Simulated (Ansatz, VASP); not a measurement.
**Fe in VASP and in Ansatz**

```
Fe
1.0
     0.00000    1.70329    1.70329
     1.70329    0.00000    1.70329
     1.70329    1.70329    0.00000
Fe
1
Direct
  0.50000 0.50000 0.50000
```

Alike in both runs: task relaxation of cell and atoms; functional PBEsol; k mesh 8 × 8 × 8; occupations gaussian, width 0.1 eV; no spin polarisation.

|  | VASP | Ansatz |
| --- | --- | --- |
| version | VASP 6.6.1 | Ansatz 0.2.0 |
| potentials or method | VASP PAW PBE potentials, release 64 (Fe), cutoff 600 eV | scalar-relativistic, plane waves, PAW |
| valence electrons in the cell | 8 | 16 |

```tsv
	VASP	Ansatz	Ansatz less VASP
gap on the k mesh at the Fermi level, each at its own relaxed structure (eV)	none	none	-
relaxed volume (Å³/atom)	9.84	9.87	+0.028
relaxed cell length with the largest relative difference (Å)	2.405	2.408	+0.0023
```

VASP's potentials were made for PBE, not for PBEsol. A gap of «none» marks a metal or a gap that the smearing closes. VASP's potentials hold 8 valence electrons a cell and Ansatz's 16, so a difference there can come from the potentials and not from the codes.

The k mesh is coarse, so the values compare programs but aren't converged.
